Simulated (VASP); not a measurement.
Set up this calculation in VASP 6.6.1, as the native input.

| Item | Value |
| --- | --- |
| Task | single point |
| Functional | PBE |
| Potentials or basis | VASP PAW PBE potentials, release 64 (In_d, P) |
| Cutoff | 520 eV |
| k mesh | 10 × 10 × 10 |
| Occupations | gaussian, width 0.05 eV |
| Spin | no spin polarisation |
| Dipole correction | no |
| Further INCAR settings | ALGO = Normal; EDIFF = 1e-06; NBANDS = 16 |

The structure of InP lies in POSCAR:

```
InP
1.0
    0.0000000000      3.0247347168      2.9800342037
    3.0247347168      0.0000000000      2.9800342037
    3.0247347168      3.0247347168      0.0000000000
In P
1 1
Direct
    0.0000000000      0.0000000000      0.0000000000
    0.7500000000      0.7500000000      0.7500000000
```

This cell differs from its parent crystal: strain +0.015 along x and y, +0.000 along z.

The input as run:

INCAR

```
SYSTEM = InP
PREC     = Accurate       ! precision mode
ENCUT    = 520            ! plane-wave cutoff, eV
EDIFF    = 1E-6           ! SCF threshold, eV
ISMEAR   = 0              ! smearing method
SIGMA    = 0.05           ! smearing width, eV
LREAL    = .FALSE.        ! projectors in reciprocal space
LASPH    = .TRUE.         ! aspherical terms in the spheres
NELM     = 80             ! most SCF steps
ALGO     = Normal         ! electronic algorithm
ISIF     = 2              ! what is computed and relaxed
LWAVE    = .FALSE.        ! write WAVECAR
LCHARG   = .FALSE.        ! write CHGCAR
GGA      = PE             ! functional
NBANDS   = 16             ! bands
```

KPOINTS

```
Automatic mesh
0
G
  10 10 10
  0 0 0
```

Potentials or basis: VASP PAW PBE potentials, release 64 (In_d, P).

Launch:

```sh
$ cat potpaw_PBE.64/In_d/POTCAR potpaw_PBE.64/P/POTCAR > POTCAR
$ mpirun -np 1 vasp_std > vasp.out
```

It gave:

```json
{
 "Pressure": "-1.7 GPa",
 "Band gap on the k mesh": "0.23 eV, direct"
}
```

Caveat: the cell differs from its parent crystal (strain +0.015 along x and y, +0.000 along z); spin-orbit coupling is left out, which moves the levels of the heavy elements.

It took 28 s on 1 thread of Intel(R) Xeon(R) 6975P-C (Granite Rapids), with other jobs on the host, peak memory 0.23 GiB.
